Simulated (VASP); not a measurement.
A run of VASP 6.6.1 is set up as follows.

The input INCAR:

```
SYSTEM = Ru
ALGO = Normal
EDIFF = 1E-6
ENCUT = 520
GGA = PE
ISIF = 2
ISMEAR = 0
LASPH = .TRUE.
LCHARG = .FALSE.
LREAL = .FALSE.
LWAVE = .FALSE.
NBANDS = 21
NELM = 80
PREC = Accurate
SIGMA = 0.1
```

File KPOINTS:

```
k-points
0
G
  9 9 9
  0 0 0
```

Contents of POSCAR:

```
Ru
1.0
    1.3530575352      0.7811881322      4.5979565300
   -1.3530575352      0.7811881322      4.5979565300
    0.0000000000     -1.5623762643      4.5979565300
Ru
2
Direct
    0.0910376806      0.0910376806      0.0910376806
    0.9089623194      0.9089623194      0.9089623194
```

Potentials or basis: VASP PAW PBE potentials, release 64 (Ru_pv).

The run is started by

```sh
$ cat potpaw_PBE.64/Ru_pv/POTCAR > POTCAR
$ mpirun -np 1 vasp_std > vasp.out
```

(1) Estimate the largest force.

(2) Predict the pressure.

(3) What does it give for the band gap on the k mesh?

## Answers

(1) 0.004 eV/Å.

(2) -0.1 GPa.

(3) zero (band 14 reaches 13.13 eV, above the bottom of band 15 at 10.85 eV).
